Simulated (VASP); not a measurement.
Wanted: the native input for a VASP 6.6.1 run.

```
Task                   : single point
Functional             : slater exchange, pbe correlation
Potentials or basis    : VASP PAW PBE potentials, release 64 (Al, N)
Cutoff                 : 600 eV
k mesh                 : 7 × 7 × 4, shifted
Occupations            : methfessel-paxton, width 0.1 eV
Spin                   : no spin polarisation
Dipole correction      : no
Further INCAR settings : ALGO = Normal; EDIFF = 1e-06; NBANDS = 16; ISYM = 0
```

The structure of AlN lies in POSCAR:

```
AlN
1.0
    2.9570795287      0.0001546606      0.0000000000
   -1.4784058243      2.5609833231      0.0000000000
    0.0000000000      0.0000000000      4.5285443395
Al N
2 2
Direct
    0.3333276613      0.6666723387     -0.0080789409
    0.6666723387      0.3333276613      0.4919210591
    0.3333173635      0.6666826365      0.3880789409
    0.6666826365      0.3333173635      0.8880789409
```

These files were run (other wordings do the same):

INCAR

```
SYSTEM = AlN
PREC = Accurate
ENCUT = 600
EDIFF = 1E-6
ISMEAR = 1
SIGMA = 0.1
LREAL = .False.
LASPH = .True.
NELM = 120
ALGO = Normal
ISIF = 2
LWAVE = .False.
LCHARG = .False.
GGA = LIBXC
LIBXC1 = LDA_X
LIBXC2 = GGA_C_PBE
ISYM = 0
NBANDS = 16
GGA_COMPAT = .False.
```

KPOINTS

```
Automatic mesh
0
Gamma
  7 7 4
  0.5 0.5 0.5
```

Potentials or basis: VASP PAW PBE potentials, release 64 (Al, N).

The run is started by

```console
$ cat potpaw_PBE.64/Al/POTCAR potpaw_PBE.64/N/POTCAR > POTCAR
$ mpirun -np 1 vasp_std > vasp.out
```

Results of the run:

```yaml
Pressure: 44.6 GPa
Largest_force: 0.032 eV/Å
Band_gap_on_the_k_mesh: 4.99 eV (least direct gap 6.06 eV)
```

Caveat: the cell stands under pressure; the PAW data sets were made with another functional, which shifts forces and pressure a little; a shifted mesh leaves out Γ, where band edges can lie.

It took 44 s on 1 thread of AMD EPYC 7R13 Processor (Zen 3), with other jobs on the host, peak memory 0.16 GiB.
